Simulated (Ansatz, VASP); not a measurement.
**InSe: VASP beside Ansatz**

```
Se In
1.0
     4.02663    0.00000    0.00000
    -2.01332    3.66152    0.00000
     0.00000    0.00000   36.72257
Se In
2 2
Direct
  0.33073 0.66146 0.42814
  0.33073 0.66146 0.57186
  0.00261 0.00521 0.46187
  0.00261 0.00521 0.53813
```

Change from the starting cell: strain along y +0.050, atoms relaxed.

Alike in both runs: functional PBE; dispersion D3(BJ); k mesh 12 × 12 × 1; occupations gaussian, width 0.02 eV; no spin polarisation.

Ansatz relaxed the structure, and its values are those at the end. VASP's run is a single point on that final structure, the one shown.

```csv
,VASP,Ansatz
version,VASP 6.6.1,Ansatz 0.2.0
potentials or method,"VASP PAW PBE potentials, release 64 (Se, In_d), cutoff 520 eV","scalar-relativistic, plane waves, PAW"
valence electrons in the cell,38,58
```

Ansatz gave:

| Property | Result |
| --- | --- |
| gap on the k mesh at the Fermi level (eV) | 1.18 |
| least direct gap on the mesh (eV) | 1.27 |
| rms of the force components (eV/Å) | 0.002 |

Q: Which values does VASP return?

A: gap on the k mesh at the Fermi level (eV): 1.16; least direct gap on the mesh (eV): 1.26; rms of the force components (eV/Å): 0.007.

VASP's potentials hold 38 valence electrons a cell and Ansatz's 58, so a difference there can come from the potentials and not from the codes. Ansatz's warnings: stress scf threshold loose.
